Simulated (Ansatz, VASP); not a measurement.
## HfO2 in VASP and in Ansatz

```
Hf O
1.0
     3.55802    0.00000    0.00000
     0.00000    3.55802    0.00000
     0.00000    0.00000    5.17186
Hf O
2 4
Cartesian
  1.7790 1.7790 2.3859
  0.0000 0.0000 0.0000
  0.0000 1.7790 3.6059
  1.7790 0.0000 4.1519
  1.7790 0.0000 1.5660
  0.0000 1.7790 1.0199
```

Alike in both runs: task single point; functional PBE; k mesh 6 × 6 × 4; no spin polarisation.

|  | VASP | Ansatz |
| --- | --- | --- |
| version | VASP 6.6.1 | Ansatz 0.2.0 |
| potentials or method | VASP PAW PBE potentials, release 64 (Hf_pv, O) | plane waves, PAW |
| plane-wave cutoff (eV) | 520 | 420 |
| occupations | gaussian, width 0.01 eV | fixed |
| valence electrons in the cell | 44 | 76 |

```tsv
	VASP	Ansatz	Ansatz less VASP
rms of the force components (eV/Å)	1.438	1.449	+0.0110
```

Atom by atom the forces differ by 0.025 eV/Å (rms over components). VASP's potentials hold 44 valence electrons a cell and Ansatz's 76, so a difference there can come from the potentials and not from the codes.

Spin-orbit coupling is off throughout.
